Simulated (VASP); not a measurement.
# Ti3Al (P-6m2) in VASP: further runs

Runs on Ti3Al. Level: PBE. Tasks: single point.

Program: VASP 6.6.1. These are calculated values, not measurements. Logs are shortened: lines on timing, memory, paths and dates and some standing lists are left out, and cuts for length are marked.

**1. The cell of the first run**

The structure is hexagonal, space group P-6m2 (No. 187). Conventional cell: a = 2.904 Å, b = 2.904 Å, c = 9.395 Å, α = 90.00°, β = 90.00°, γ = 120.00°. Ti (site symmetry -6m2) has 12 Ti at 2.80 to 2.90 Å within 3.7 Å. Ti (site symmetry 3m) has 9 Ti at 2.80 to 2.90 Å and 3 Al at 2.97 Å within 3.7 Å. Within 3.8 Å of Al (site symmetry -6m2) lie 6 Al at 2.90 Å and 6 Ti at 2.97 Å.

**2. Single point, PBE**

Input file INCAR:

```
ALGO     = Fast           # electronic algorithm
EDIFF    = 1E-6           # SCF threshold, eV
ENCUT    = 520            # plane-wave cutoff, eV
GGA      = PE             # functional
ISIF     = 2              # what is computed and relaxed
ISMEAR   = 0              # smearing method
LASPH    = True           # aspherical terms in the spheres
LCHARG   = True           # write CHGCAR
LELF     = True           # ELF
LREAL    = False          # projectors in reciprocal space
LVHAR    = True         
LWAVE    = False          # write WAVECAR
NBANDS   = 28             # bands
NELM     = 60             # most SCF steps
PREC     = Accurate       # precision mode
SIGMA    = 0.15           # smearing width, eV
```

Input file KPOINTS:

```
k-points
0
Gamma
  15 15 6
```

Input file POSCAR:

```
Ti3Al
1.0
    2.9041494217      0.0000000000      0.0000000000
   -1.4520747109      2.5150671756      0.0000000000
    0.0000000000      0.0000000000      9.3949233792
Ti Al
3 1
Direct
    0.6666666667      0.3333333333      0.0000000000
    0.3333333333      0.6666666667      0.7612900095
    0.3333333333      0.6666666667      0.2387099905
    0.6666666667      0.3333333333      0.5000000000
```

Potentials or basis: VASP PAW PBE potentials, release 64 (Ti_sv, Al).

The run is started by

```bash
$ cat potpaw_PBE.64/Ti_sv/POTCAR potpaw_PBE.64/Al/POTCAR > POTCAR
$ mpirun -np 1 vasp_std > vasp.out
```

OUTCAR:

```text
EDIFF = 1E-6
   ENCUT = 520
   GGA = PE
   ISIF = 2
   ISMEAR = 0
   LASPH = True
   LREAL = False
   NELM = 60
   PREC = Accurate

 ion  position               nearest neighbor table
   1  0.667  0.333  0.000-   2 2.80   3 2.80   2 2.80   3 2.80   2 2.80   3 2.80
   2  0.333  0.667  0.761-   1 2.80   1 2.80   1 2.80   4 2.97   4 2.97   4 2.97
   3  0.333  0.667  0.239-   1 2.80   1 2.80   1 2.80   4 2.97   4 2.97   4 2.97
   4  0.667  0.333  0.500-   2 2.97   3 2.97   2 2.97   3 2.97   2 2.97   3 2.97

  LATTYP: Found a hexagonal cell.
 ALAT       =     2.9041494217
 C/A-ratio  =     3.2350000000

  Lattice vectors:

 A1 = (   2.9041494217,   0.0000000000,   0.0000000000)
 A2 = (  -1.4520747109,   2.5150671756,   0.0000000000)
 A3 = (   0.0000000000,   0.0000000000,   9.3949233792)

Analysis of symmetry for initial positions (statically):
=====================================================================
 Subroutine PRICEL returns:
 Original cell was already a primitive cell.

 Routine SETGRP: Setting up the symmetry group for a
 hexagonal supercell.

 Subroutine GETGRP returns: Found 12 space group operations
 (whereof 12 operations were pure point group operations)
 out of a pool of 24 trial point group operations.

The static configuration has the point symmetry D_3h.

Analysis of symmetry for dynamics (positions and initial velocities):
=====================================================================
 Subroutine PRICEL returns:
 Original cell was already a primitive cell.

 Routine SETGRP: Setting up the symmetry group for a
 hexagonal supercell.

 Subroutine GETGRP returns: Found 12 space group operations
 (whereof 12 operations were pure point group operations)
 out of a pool of 24 trial point group operations.

The dynamic configuration has the point symmetry D_3h.

 Subroutine INISYM returns: Found 12 space group operations
 (whereof 12 operations are pure point group operations),
 and found     1 'primitive' translations

----------------------------------------------------------------------------------------

                                     Primitive cell

  volume of cell :      68.6218

  direct lattice vectors                    reciprocal lattice vectors
     2.904149422  0.000000000  0.000000000     0.344334900  0.198801847  0.000000000
    -1.452074711  2.515067176  0.000000000     0.000000000  0.397603694  0.000000000
     0.000000000  0.000000000  9.394923379     0.000000000  0.000000000  0.106440464

  length of vectors
     2.904149422  2.904149422  9.394923379     0.397603694  0.397603694  0.106440464

  position of ions in fractional coordinates (direct lattice)
     0.666666667  0.333333333  0.000000000
     0.333333333  0.666666667  0.761290010
     0.333333333  0.666666667  0.238709990
     0.666666667  0.333333333  0.500000000

  ion indices of the primitive-cell ions
   primitive index   ion index
                 1           1
                 2           2
                 3           3
                 4           4

----------------------------------------------------------------------------------------

 KPOINTS: k-points

Automatic generation of k-mesh.
 Grid dimensions read from file:
 generate k-points for:   15   15    6

 Generating k-lattice:

  Cartesian coordinates                     Fractional coordinates (reciprocal lattice)
     0.022955660  0.013253456  0.000000000     0.066666667 -0.000000000  0.000000000
     0.000000000  0.026506913  0.000000000     0.000000000  0.066666667  0.000000000
     0.000000000  0.000000000  0.017740077     0.000000000  0.000000000  0.166666667

  Length of vectors
     0.026506913  0.026506913  0.017740077

  Shift w.r.t. Gamma in fractional coordinates (k-lattice)
     0.000000000  0.000000000  0.000000000

 Subroutine IBZKPT returns following result:
 ===========================================

 Found    108 irreducible k-points:

 Following reciprocal coordinates:
            Coordinates               Weight
  0.000000  0.000000  0.000000      1.000000
  0.066667  0.000000  0.000000      6.000000
  0.133333  0.000000  0.000000      6.000000
  0.200000  0.000000  0.000000      6.000000
  0.266667  0.000000  0.000000      6.000000
  0.333333  0.000000  0.000000      6.000000
[... 16 lines left out ...]
  0.333333  0.200000  0.000000     12.000000
  0.400000  0.200000  0.000000      6.000000
 [... further k-points ...]
   k-points           NKPTS =    108   k-points in BZ     NKDIM =    108   number of bands    NBANDS=     28
   number of dos      NEDOS =    301   number of ions     NIONS =      4
   total plane-waves  NPLWV =  40320
   dimension x,y,z NGX =    24 NGY =   24 NGZ =   70
   dimension x,y,z NGXF=    48 NGYF=   48 NGZF=  140
   ions per type =               3   1
   NGX,Y,Z   is equivalent  to a cutoff of  13.74, 13.74, 12.39 a.u.
   NGXF,Y,Z  is equivalent  to a cutoff of  27.48, 27.48, 24.77 a.u.
 SYSTEM =  unknown system
   PREC   = accura    normal or accurate (medium, high low for compatibility)
   ISTART =      0    job   : 0-new  1-cont  2-samecut
   ICHARG =      2    charge: 1-file 2-atom 10-const
   ISPIN  =      1    spin polarized calculation?
   LNONCOLLINEAR =      F non collinear calculations
   LSORBIT =      F    spin-orbit coupling
   LASPH  =      T    aspherical Exc in radial PAW
   ENCUT  =  520.0 eV  38.22 Ry    6.18 a.u.   5.40  5.40 17.47*2*pi/ulx,y,z
   NELM   =     60;   NELMIN=  2; NELMDL= -5     # of ELM steps
   EDIFF  = 0.1E-05   stopping-criterion for ELM
   LREAL  =      F    real-space projection
   EDIFFG = 0.1E-04   stopping-criterion for IOM
   NSW    =      0    number of steps for IOM
   IBRION =     -1    ionic relax: 0-MD 1-quasi-New 2-CG
   NFREE  =      0    steps in history (QN), initial steepest desc. (CG)
   ISIF   =      2    stress and relaxation
   ISYM   =      2    0-nonsym 1-usesym 2-fastsym
   POTIM  = 0.5000    time-step for ionic-motion
   TEBEG  =    0.0;   TEEND  =   0.0 temperature during run
   PSTRESS=    0.0 pullay stress
   NELECT =      39.0000    total number of electrons
   NUPDOWN=      -1.0000    fix difference up-down
   EMIN   =  10.00;   EMAX   =-10.00  energy-range for DOS
   EFERMI =   0.00;   METHOD = LEGACY
   ISMEAR =     0;   SIGMA  =   0.15  broadening in eV -4-tet -1-fermi 0-gaus
   EFERMI_NEDOS =   21; number of points for ismear=-14 and -15
   IALGO  =     68    algorithm
   IMIX   =      4    mixing-type and parameters
     AMIX     =   0.40;   BMIX     =  1.00
     AMIX_MAG =   1.60;   BMIX_MAG =  1.00
  volume/ion in A,a.u.               =      17.16       115.77
  Fermi-wavevector in a.u.,A,eV,Ry     =   1.356050  2.562563 25.019375  1.838872
  Thomas-Fermi vector in A             =   2.483086
   LORBIT       =      0    0 simple, 1 ext, 2 COOP (PROOUT), +10 PAW based schemes
   GGA     = PE    functional components
   LHFCALC =     F    Hartree Fock is set to
   AEXX    =    0.0000 exact exchange contribution
   IVDW    =     0    specifies the selected vdW correction
   LEPSILON=     F    determine dielectric tensor
   LRPA    =     F    only Hartree local field effects (RPA)
 non-spin polarized calculation
 RMM-DIIS sequential band-by-band and
 Gauss-broadening in eV      SIGMA  =   0.15
  energy-cutoff  :      520.00
  volume of cell :       68.62
 maximum number of plane-waves:      1907
 NGX is ok and might be reduce to    24

 number of electron      38.9999992 magnetization

 Free energy of the ion-electron system (eV)
  ---------------------------------------------------
  ext. energy  EPLUGINS =         0.00000000
  ---------------------------------------------------
  free energy    TOTEN  =       -27.69193346 eV

  energy without entropy =      -27.64925259  energy(sigma->0) =      -27.67059303

 E-fermi :   8.0076     XC(G=0): -11.1759

 val. band max:        8.0050754362   @ k =   0.2667   0.1333   0.1667
 cond. band min:       8.0117149484   @ k =   0.4000   0.2000   0.3333
 fundamental gap:      0.0066395122
 Fermi energy:         8.0075598065

 k-point     1 :       0.0000    0.0000    0.0000
  band No.  band energies     occupation
      1     -48.7354      2.00000
      2     -48.7057      2.00000
      3     -48.5584      2.00000
      4     -25.2778      2.00000
      5     -25.0320      2.00000
      6     -24.6529      2.00000
[... 20 lines left out ...]
     27      10.1183      0.00000
     28      10.8297      0.00000

 k-point     2 :       0.0667    0.0000    0.0000
  band No.  band energies     occupation
      1     -48.7309      2.00000
      2     -48.7022      2.00000
      3     -48.5559      2.00000
      4     -25.2696      2.00000
      5     -25.0319      2.00000
      6     -24.6789      2.00000
[... 20 lines left out ...]
     27      10.0748      0.00000
     28      10.7954      0.00000

 k-point     3 :       0.1333    0.0000    0.0000
  band No.  band energies     occupation
      1     -48.7183      2.00000
      2     -48.6923      2.00000
      3     -48.5487      2.00000
      4     -25.2461      2.00000
      5     -25.0338      2.00000
      6     -24.7510      2.00000
[... 20 lines left out ...]
     27       9.9933      0.00000
     28      10.6084      0.00000

 k-point     4 :       0.2000    0.0000    0.0000
  band No.  band energies     occupation
      1     -48.6994      2.00000
      2     -48.6777      2.00000
      3     -48.5382      2.00000
      4     -25.2119      2.00000
      5     -25.0437      2.00000
      6     -24.8428      2.00000
[... 578 lines left out ...]
     27      10.9461      0.00000
     28      11.0931      0.00000

 k-point    23 :       0.3333    0.2000    0.0000
  band No.  band energies     occupation
      1     -48.6234      2.00000
      2     -48.6207      2.00000
      3     -48.5001      2.00000
      4     -25.1621      2.00000
      5     -25.1531      2.00000
      6     -25.0742      2.00000
[... 20 lines left out ...]
     27      10.9156      0.00000
     28      11.5803      0.00000

 k-point    24 :       0.4000    0.2000    0.0000
  band No.  band energies     occupation
      1     -48.6194      2.00000
      2     -48.6178      2.00000
      3     -48.4983      2.00000
      4     -25.1673      2.00000
      5     -25.1633      2.00000
      6     -25.0790      2.00000
[... 20 lines left out ...]
     27      10.9004      0.00000
     28      11.5272      0.00000

 [... further k-points ...]

------------------------ aborting loop because EDIFF is reached ----------------------------------------

  FORCE on cell =-STRESS in cart. coord.  units (eV):
  Direction    XX          YY          ZZ          XY          YZ          ZX
  --------------------------------------------------------------------------------------
  -------------------------------------------------------------------------------------
  Total        0.9031770      0.9031770     -1.1255895     -0.0000000      0.0000000      0.0000000
  in kB       21.0873321     21.0873321    -26.2802086     -0.0000000      0.0000000      0.0000000
  external PRESSURE =       5.2981519 kB  Pullay stress =       0.0000000 kB

 VOLUME and BASIS-vectors are now :
 -----------------------------------------------------------------------------
  energy-cutoff  :      520.00
  volume of cell :       68.62
      direct lattice vectors                 reciprocal lattice vectors
     2.904149422  0.000000000  0.000000000     0.344334900  0.198801847  0.000000000
    -1.452074711  2.515067176  0.000000000     0.000000000  0.397603694  0.000000000
     0.000000000  0.000000000  9.394923379     0.000000000  0.000000000  0.106440464

 POSITION                                       TOTAL-FORCE (eV/Angst)
 -----------------------------------------------------------------------------------
      1.45207      0.83836      0.00000         0.000000      0.000000      0.000000
     -0.00000      1.67671      7.15226        -0.000000     -0.000000     -0.789663
     -0.00000      1.67671      2.24266        -0.000000     -0.000000      0.789663
      1.45207      0.83836      4.69746         0.000000     -0.000000      0.000000
 -----------------------------------------------------------------------------------
    total drift:                                0.000000     -0.000000      0.000000

  FREE ENERGIE OF THE ION-ELECTRON SYSTEM (eV)
  ---------------------------------------------------
  free  energy   TOTEN  =       -27.6919334622 eV

  energy  without entropy=      -27.6492525936  energy(sigma->0) =      -27.67059303
```

Wall time 10 min (1 thread of Intel Xeon Platinum 8488C (Sapphire Rapids), shared host); peak memory 0.31 GiB.

Results:

```
Free energy            : -27.6919 eV
Pressure               : 0.5 GPa
Largest force          : 0.790 eV/Å
Band gap on the k mesh : zero (an odd number of electrons rules out a gap without spin polarisation)
```

Forces in eV/Å, atoms in the order of the input:
```
Ti   0.000  0.000  0.000
Ti   0.000  0.000 -0.790
Ti   0.000  0.000  0.790
Al   0.000  0.000  0.000
```

Stress tensor (GPa, compression positive):
```
 2.11  0.00  0.00
 0.00  2.11  0.00
 0.00  0.00 -2.63
```

**3. Single point, PBE**

This run uses another cell than the first one, of the same volume but with other edges.

INCAR: that of step 2 with these lines changed.

```diff
@@ -7,6 +7,4 @@
 LASPH    = True           # aspherical terms in the spheres
-LCHARG   = True           # write CHGCAR
-LELF     = True           # ELF
+LCHARG   = False          # write CHGCAR
 LREAL    = False          # projectors in reciprocal space
-LVHAR    = True         
 LWAVE    = False          # write WAVECAR
```

KPOINTS is that of step 2.

Input file POSCAR:

```
Ti3Al
1.0
    2.9562683061      0.0000000000      0.0000000000
   -1.4781341530      2.5602034534      0.0000000000
    0.0000000000      0.0000000000      9.0665792679
Ti Al
3 1
Direct
    0.6666666667      0.3333333333      0.0000000000
    0.3333333333      0.6666666667      0.7396251305
    0.3333333333      0.6666666667      0.2603748695
    0.6666666667      0.3333333333      0.5000000000
```

Potentials or basis: VASP PAW PBE potentials, release 64 (Ti_sv, Al).

The run is started by

```bash
$ cat potpaw_PBE.64/Ti_sv/POTCAR potpaw_PBE.64/Al/POTCAR > POTCAR
$ mpirun -np 1 vasp_std > vasp.out
```

It took 10 min on 1 thread of Intel Xeon Platinum 8488C (Sapphire Rapids), shared host; peak memory 0.31 GiB.

Results (log left out):

* Free energy: -27.6843 eV
* Pressure: 0.4 GPa
* Largest force: 0.858 eV/Å
* Band gap on the k mesh: zero (an odd number of electrons rules out a gap without spin polarisation)

Forces in eV/Å, atoms in the order of the input:
```
Ti   0.000  0.000  0.000
Ti   0.000  0.000  0.858
Ti   0.000  0.000 -0.858
Al   0.000  0.000  0.000
```

Stress tensor (GPa, compression positive):
```
-1.50  0.00  0.00
 0.00 -1.50  0.00
 0.00  0.00  4.16
```

Levels at points of the mesh, in eV from the Fermi level:
```csv
k point,band 17,band 18,band 19,band 20,band 21,band 22,band 23,band 24
"(0.00, 0.00, 0.00)",-0.24,0.36,0.62,0.85,0.85,0.96,0.96,1.21
"(0.00, 0.00, 0.50)",-0.54,0.32,0.71,0.85,0.85,0.94,0.94,1.23
```

[end of part 1 of 2]
